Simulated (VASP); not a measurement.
# Cd2S (P3m1) in VASP: notebook

Runs on Cd2S. Level: PBEsol. Tasks: single point.

All numbers are computed with VASP 6.6.1; they aren't measurements. Logs are shortened: lines on timing, memory, paths and dates and some standing lists are left out, and cuts for length are marked.

## (1) The cell of the first run

Symmetry: P3m1, No. 156, trigonal system. The conventional cell has a = 3.923 Å, b = 3.923 Å, c = 5.809 Å, α = 90.00°, β = 90.00°, γ = 120.00°. Cd (site symmetry 3m) has 2 S at 2.52 to 3.29 Å and 3 Cd at 3.06 Å within 3.3 Å. Cd (site symmetry 3m) has 3 S at 2.58 Å and 3 Cd at 3.06 Å within 3.4 Å. Within 3.3 Å of S (site symmetry 3m) lie 5 Cd at 2.52 to 3.29 Å.

## (2) Single point, PBEsol

Contents of INCAR:

```
  ALGO = Normal
  EDIFF = 1E-6
  ENCUT = 520
  GGA = PS
  ISIF = 2
  ISMEAR = -1
  LASPH = True
  LCHARG = True
  LELF = True
  LREAL = False
  LVHAR = True
  LWAVE = False
  NBANDS = 22
  NELM = 60
  PREC = Accurate
  SIGMA = 0.05
```

Contents of KPOINTS:

```
k-points
0
Gamma
  7 7 4
```

Contents of POSCAR:

```
Cd2S
1.0
    3.9230433485      0.0000000000      0.0000000000
   -1.9615216743      3.3974552000      0.0000000000
    0.0000000000      0.0000000000      5.8091920000
Cd S
2 1
Direct
    0.3333333333      0.6666666667      0.9327170000
    0.6666666667      0.3333333333      0.5787350000
    0.3333333333      0.6666666667      0.3657050000
```

Potentials or basis: VASP PAW PBE potentials, release 64 (Cd, S).

Command:

```console
> cat potpaw_PBE.64/Cd/POTCAR potpaw_PBE.64/S/POTCAR > POTCAR
> mpirun -np 1 vasp_std > vasp.out
```

OUTCAR:

```text
EDIFF = 1E-6
   ENCUT = 520
   GGA = PS
   ISIF = 2
   ISMEAR = -1
   LASPH = True
   LREAL = False
   NELM = 60
   PREC = Accurate

 ion  position               nearest neighbor table
   1  0.333  0.667  0.933-   3 2.52   2 3.06   2 3.06   2 3.06
   2  0.667  0.333  0.579-   3 2.58   3 2.58   3 2.58   1 3.06   1 3.06   1 3.06
   3  0.333  0.667  0.366-   1 2.52   2 2.58   2 2.58   2 2.58

  LATTYP: Found a hexagonal cell.
 ALAT       =     3.9230433485
 C/A-ratio  =     1.4807871043

  Lattice vectors:

 A1 = (   3.9230433485,   0.0000000000,   0.0000000000)
 A2 = (  -1.9615216743,   3.3974552000,   0.0000000000)
 A3 = (   0.0000000000,   0.0000000000,   5.8091920000)

Analysis of symmetry for initial positions (statically):
=====================================================================
 Subroutine PRICEL returns:
 Original cell was already a primitive cell.

 Routine SETGRP: Setting up the symmetry group for a
 hexagonal supercell.

 Subroutine GETGRP returns: Found  6 space group operations
 (whereof  6 operations were pure point group operations)
 out of a pool of 24 trial point group operations.

The static configuration has the point symmetry C_3v.

Analysis of symmetry for dynamics (positions and initial velocities):
=====================================================================
 Subroutine PRICEL returns:
 Original cell was already a primitive cell.

 Routine SETGRP: Setting up the symmetry group for a
 hexagonal supercell.

 Subroutine GETGRP returns: Found  6 space group operations
 (whereof  6 operations were pure point group operations)
 out of a pool of 24 trial point group operations.

The dynamic configuration has the point symmetry C_3v.

 Subroutine INISYM returns: Found  6 space group operations
 (whereof  6 operations are pure point group operations),
 and found     1 'primitive' translations

----------------------------------------------------------------------------------------

                                     Primitive cell

  volume of cell :      77.4270

  direct lattice vectors                    reciprocal lattice vectors
     3.923043348  0.000000000  0.000000000     0.254904142  0.147168975  0.000000000
    -1.961521674  3.397455200  0.000000000     0.000000000  0.294337950  0.000000000
     0.000000000  0.000000000  5.809192000     0.000000000  0.000000000  0.172140979

  length of vectors
     3.923043348  3.923043349  5.809192000     0.294337950  0.294337950  0.172140979

  position of ions in fractional coordinates (direct lattice)
     0.333333333  0.666666667  0.932717000
     0.666666667  0.333333333  0.578735000
     0.333333333  0.666666667  0.365705000

  ion indices of the primitive-cell ions
   primitive index   ion index
                 1           1
                 2           2
                 3           3

----------------------------------------------------------------------------------------

 KPOINTS: k-points

Automatic generation of k-mesh.
 Grid dimensions read from file:
 generate k-points for:    7    7    4

 Generating k-lattice:

  Cartesian coordinates                     Fractional coordinates (reciprocal lattice)
     0.036414877  0.021024139  0.000000000     0.142857143  0.000000000  0.000000000
     0.000000000  0.042048279  0.000000000     0.000000000  0.142857143  0.000000000
     0.000000000  0.000000000  0.043035245     0.000000000  0.000000000  0.250000000

  Length of vectors
     0.042048279  0.042048279  0.043035245

  Shift w.r.t. Gamma in fractional coordinates (k-lattice)
     0.000000000  0.000000000  0.000000000

 Subroutine IBZKPT returns following result:
 ===========================================

 Found     28 irreducible k-points:

 Following reciprocal coordinates:
            Coordinates               Weight
  0.000000  0.000000  0.000000      1.000000
  0.142857 -0.000000  0.000000      6.000000
  0.285714  0.000000  0.000000      6.000000
  0.428571 -0.000000  0.000000      6.000000
  0.142857  0.142857  0.000000      6.000000
  0.285714  0.142857  0.000000     12.000000
[... 16 lines left out ...]
  0.285714  0.000000  0.500000      6.000000
  0.428571 -0.000000  0.500000      6.000000
 [... further k-points ...]
   k-points           NKPTS =     28   k-points in BZ     NKDIM =     28   number of bands    NBANDS=     22
   number of dos      NEDOS =    301   number of ions     NIONS =      3
   total plane-waves  NPLWV =  43200
   dimension x,y,z NGX =    30 NGY =   30 NGZ =   48
   dimension x,y,z NGXF=    60 NGYF=   60 NGZF=   96
   ions per type =               2   1
   NGX,Y,Z   is equivalent  to a cutoff of  12.71, 12.71, 13.74 a.u.
   NGXF,Y,Z  is equivalent  to a cutoff of  25.43, 25.43, 27.47 a.u.
 SYSTEM =  unknown system
   PREC   = accura    normal or accurate (medium, high low for compatibility)
   ISTART =      0    job   : 0-new  1-cont  2-samecut
   ICHARG =      2    charge: 1-file 2-atom 10-const
   ISPIN  =      1    spin polarized calculation?
   LNONCOLLINEAR =      F non collinear calculations
   LSORBIT =      F    spin-orbit coupling
   LASPH  =      T    aspherical Exc in radial PAW
   ENCUT  =  520.0 eV  38.22 Ry    6.18 a.u.   7.29  7.29 10.80*2*pi/ulx,y,z
   NELM   =     60;   NELMIN=  2; NELMDL= -5     # of ELM steps
   EDIFF  = 0.1E-05   stopping-criterion for ELM
   LREAL  =      F    real-space projection
   EDIFFG = 0.1E-04   stopping-criterion for IOM
   NSW    =      0    number of steps for IOM
   IBRION =     -1    ionic relax: 0-MD 1-quasi-New 2-CG
   NFREE  =      0    steps in history (QN), initial steepest desc. (CG)
   ISIF   =      2    stress and relaxation
   ISYM   =      2    0-nonsym 1-usesym 2-fastsym
   POTIM  = 0.5000    time-step for ionic-motion
   TEBEG  =    0.0;   TEEND  =   0.0 temperature during run
   PSTRESS=    0.0 pullay stress
   NELECT =      30.0000    total number of electrons
   NUPDOWN=      -1.0000    fix difference up-down
   EMIN   =  10.00;   EMAX   =-10.00  energy-range for DOS
   EFERMI =   0.00;   METHOD = LEGACY
   ISMEAR =    -1;   SIGMA  =   0.05  broadening in eV -4-tet -1-fermi 0-gaus
   EFERMI_NEDOS =   21; number of points for ismear=-14 and -15
   IALGO  =     38    algorithm
   IMIX   =      4    mixing-type and parameters
     AMIX     =   0.40;   BMIX     =  1.00
     AMIX_MAG =   1.60;   BMIX_MAG =  1.00
  volume/ion in A,a.u.               =      25.81       174.17
  Fermi-wavevector in a.u.,A,eV,Ry     =   1.193487  2.255364 19.380294  1.424411
  Thomas-Fermi vector in A             =   2.329500
   LORBIT       =      0    0 simple, 1 ext, 2 COOP (PROOUT), +10 PAW based schemes
   GGA     = PS    functional components
   LHFCALC =     F    Hartree Fock is set to
   AEXX    =    0.0000 exact exchange contribution
   IVDW    =     0    specifies the selected vdW correction
   LEPSILON=     F    determine dielectric tensor
   LRPA    =     F    only Hartree local field effects (RPA)
 non-spin polarized calculation
  energy-cutoff  :      520.00
  volume of cell :       77.43
 maximum number of plane-waves:      2110
 NGX is ok and might be reduce to    30
   NGX = 15   NGY = 15   NGZ = 21

 number of electron      29.9999999 magnetization

 Free energy of the ion-electron system (eV)
  ---------------------------------------------------
  ext. energy  EPLUGINS =         0.00000000
  ---------------------------------------------------
  free energy    TOTEN  =        -7.27398119 eV

  energy without entropy =       -7.27351221  energy(sigma->0) =       -7.27374670

 E-fermi :   1.5172     XC(G=0):  -9.5930

 val. band max:        1.2644612591   @ k =   0.1429   0.1429   0.5000
 cond. band min:       1.7899558650   @ k =   0.4286  -0.0000   0.2500
 fundamental gap:      0.5254946059
 Fermi energy:         1.5171954656

 k-point     1 :       0.0000    0.0000    0.0000
  band No.  band energies     occupation
      1     -11.3519      2.00000
      2      -7.0064      2.00000
      3      -7.0064      2.00000
      4      -6.9206      2.00000
      5      -6.9206      2.00000
      6      -6.8450      2.00000
[... 14 lines left out ...]
     21       9.7896      0.00000
     22      11.3909      0.00000

 k-point     2 :       0.1429   -0.0000    0.0000
  band No.  band energies     occupation
      1     -11.2791      2.00000
      2      -7.0182      2.00000
      3      -7.0042      2.00000
      4      -6.9182      2.00000
      5      -6.8745      2.00000
      6      -6.7870      2.00000
[... 14 lines left out ...]
     21       9.7938      0.00000
     22      10.8761      0.00000

 k-point     3 :       0.2857    0.0000    0.0000
  band No.  band energies     occupation
      1     -11.1131      2.00000
      2      -7.0246      2.00000
      3      -7.0121      2.00000
      4      -6.9121      2.00000
      5      -6.7637      2.00000
      6      -6.7576      2.00000
[... 14 lines left out ...]
     21       9.5988      0.00000
     22       9.8960      0.00000

 k-point     4 :       0.4286   -0.0000    0.0000
  band No.  band energies     occupation
      1     -10.9781      2.00000
      2      -7.0282      2.00000
      3      -7.0030      2.00000
      4      -6.9309      2.00000
      5      -6.7577      2.00000
      6      -6.6758      2.00000
[... 14 lines left out ...]
     21       9.2583      0.00000
     22      10.0056      0.00000

 k-point     5 :       0.1429    0.1429    0.0000
  band No.  band energies     occupation
      1     -11.1596      2.00000
      2      -7.0285      2.00000
      3      -7.0083      2.00000
      4      -6.8993      2.00000
      5      -6.8120      2.00000
      6      -6.7443      2.00000
[... 417 lines left out ...]
 k-point    22 :       0.1429   -0.0000    0.5000
  band No.  band energies     occupation
      1     -11.1643      2.00000
      2      -7.2631      2.00000
      3      -6.9967      2.00000
      4      -6.9964      2.00000
      5      -6.9511      2.00000
      6      -6.9251      2.00000
[... 14 lines left out ...]
     21       9.7849      0.00000
     22      10.1968      0.00000

 k-point    23 :       0.2857    0.0000    0.5000
  band No.  band energies     occupation
      1     -11.0061      2.00000
      2      -7.2481      2.00000
      3      -6.9693      2.00000
      4      -6.9606      2.00000
      5      -6.8852      2.00000
      6      -6.8170      2.00000
[... 14 lines left out ...]
     21       9.2151      0.00000
     22      10.9325      0.00000

 k-point    24 :       0.4286   -0.0000    0.5000
  band No.  band energies     occupation
      1     -10.8771      2.00000
      2      -7.2336      2.00000
      3      -6.9611      2.00000
      4      -6.9538      2.00000
      5      -6.8518      2.00000
      6      -6.6899      2.00000
[... 14 lines left out ...]
     21       8.8429      0.00000
     22      10.1316      0.00000

 [... further k-points ...]
[... 5 lines left out ...]
  --------------------------------------------------------------------------------------
  -------------------------------------------------------------------------------------
  Total       -0.8915447     -0.8915447     -1.4089250      0.0000000      0.0000000     -0.0000000
  in kB      -18.4485031    -18.4485031    -29.1545197      0.0000000      0.0000000     -0.0000000
  external PRESSURE =     -22.0171753 kB  Pullay stress =       0.0000000 kB

 VOLUME and BASIS-vectors are now :
 -----------------------------------------------------------------------------
  energy-cutoff  :      520.00
  volume of cell :       77.43
      direct lattice vectors                 reciprocal lattice vectors
     3.923043348  0.000000000  0.000000000     0.254904142  0.147168975  0.000000000
    -1.961521674  3.397455200  0.000000000     0.000000000  0.294337950  0.000000000
     0.000000000  0.000000000  5.809192000     0.000000000  0.000000000  0.172140979

 POSITION                                       TOTAL-FORCE (eV/Angst)
 -----------------------------------------------------------------------------------
     -0.00000      2.26497      5.41833        -0.000000      0.000000      0.035830
      1.96152      1.13249      3.36198         0.000000     -0.000000     -0.039264
     -0.00000      2.26497      2.12445        -0.000000      0.000000      0.003434
 -----------------------------------------------------------------------------------
    total drift:                                0.000000     -0.000000     -0.000074

  FREE ENERGIE OF THE ION-ELECTRON SYSTEM (eV)
  ---------------------------------------------------
  free  energy   TOTEN  =        -7.2739811942 eV

  energy  without entropy=       -7.2735122129  energy(sigma->0) =       -7.27374670
```

Wall time 91 s (1 thread of AMD EPYC 7R13, shared host); peak memory 0.18 GiB.

What came out:

```yaml
Free_energy: -7.2740 eV
Pressure: -2.2 GPa
Largest_force: 0.039 eV/Å
Band_gap_on_the_k_mesh: 0.53 eV, indirect (least direct gap 0.85 eV)
```

Forces on the atoms (eV/Å):
```
Cd   0.000  0.000  0.036
Cd   0.000  0.000 -0.039
S    0.000  0.000  0.003
```

Stress tensor (GPa, compression positive):
```
-1.84  0.00  0.00
 0.00 -1.84  0.00
 0.00  0.00 -2.92
```

Levels at points of the mesh, in eV from the valence-band top:
```tsv
k point	band 12	band 13	band 14	band 15	band 16	band 17	band 18	band 19
(0.00, 0.00, 0.00)	-4.48	-3.68	-0.55	-0.55	3.33	5.08	6.97	6.97
(0.00, 0.00, 0.50)	-5.96	-0.47	-0.47	-0.16	1.20	4.80	6.58	6.58
```

Caveat: the PAW data sets were made with another functional, which shifts forces and pressure a little. A k mesh can miss the band edges.

(Part 1 of 2 ends here.)
